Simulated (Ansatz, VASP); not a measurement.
## BaZrO3: VASP beside Ansatz

POSCAR

```
BaZrO3
1.0
    4.2053549142      0.0000000000      0.0000000000
    0.0000000000      4.2053549142      0.0000000000
    0.0000000000      0.0000000000      4.2053549142
Ba Zr O
1 1 3
Direct
    0.0000000000      0.0000000000      0.0000000000
    0.5000000000      0.5000000000      0.5000000000
    0.5000000000      0.5000000000      0.0000000000
    0.5000000000      0.0000000000      0.5000000000
    0.0000000000      0.5000000000      0.5000000000
```

INCAR.step1

```
PREC = Accurate
ENCUT = 520
ISMEAR = 0
SIGMA = 0.01
LREAL = False
LASPH = True
NELM = 150
MAGMOM = 0 0 0 0 0 0 0 0 0 0 0 0 0 0 0
LSORBIT = True
GGA_COMPAT = False
LMAXMIX = 4
NBANDS = 55
GGA = PE
ALGO = Normal
EDIFF = 1E-4
LWAVE = True
LCHARG = False
```

INCAR.step2

```
PREC = Accurate
ENCUT = 520
EDIFF = 1E-7
ISMEAR = 0
SIGMA = 0.01
LREAL = False
LASPH = True
NELM = 150
ALGO = Normal
ISIF = 2
LWAVE = False
LCHARG = False
MAGMOM = 0 0 0 0 0 0 0 0 0 0 0 0 0 0 0
LORBIT = 11
LSORBIT = True
GGA_COMPAT = False
LORBMOM = True
LMAXMIX = 4
METAGGA = R2SCAN
LMIXTAU = True
NBANDS = 55
ISTART = 1
```

File KPOINTS:

```
regular mesh
0
Gamma
  6 6 6
```

Input for Ansatz:

```yaml
crystal:
  lattice:
    - [4.2053549142, 0.0, 0.0]
    - [0.0, 4.2053549142, 0.0]
    - [0.0, 0.0, 4.2053549142]
  atoms:
    - { symbol: Ba, position: [0.0, 0.0, 0.0] }
    - { symbol: Zr, position: [0.5, 0.5, 0.5] }
    - { symbol: O, position: [0.5, 0.5, 0.0] }
    - { symbol: O, position: [0.5, 0.0, 0.5] }
    - { symbol: O, position: [0.0, 0.5, 0.5] }
kpoints:
  mp_grid: { grid: [6, 6, 6] }
  band_path:
    path: [[0.0, 0.0, 0.0], [0.0, 0.5, 0.0], [0.5, 0.5, 0.0], [0.5, 0.5, 0.5]]
    npoints: 1
hamiltonian:
  xc: r2scan
scf:
  occupations: { method: fixed }
  n_extra_bands: 10
magnetization:
  noncollinear: true
  spin_orbit: true
output:
  forces: true
  stress: true
  eigenvalues: true
```

Alike in both runs: task single point; functional r2SCAN; k mesh 6 × 6 × 6; non-collinear spin, spin-orbit coupling.

```csv
,VASP,Ansatz
version,VASP 6.6.1,Ansatz 0.2.0
potentials or method,"VASP PAW PBE potentials, release 64 (Ba_sv, Zr_sv, O)","plane waves, PAW"
plane-wave cutoff (eV),520,500
occupations,"gaussian, width 0.01 eV",fixed
valence electrons in the cell,40,40
```

Ansatz gave:

- pressure (GPa): 0.0
- net moment per atom (μB): 0.00

Question: Estimate VASP's values.

Answer: Pressure (GPa): 1.0; net moment per atom (μB): 0.00.

VASP's potentials were made for PBE, not for r2SCAN.
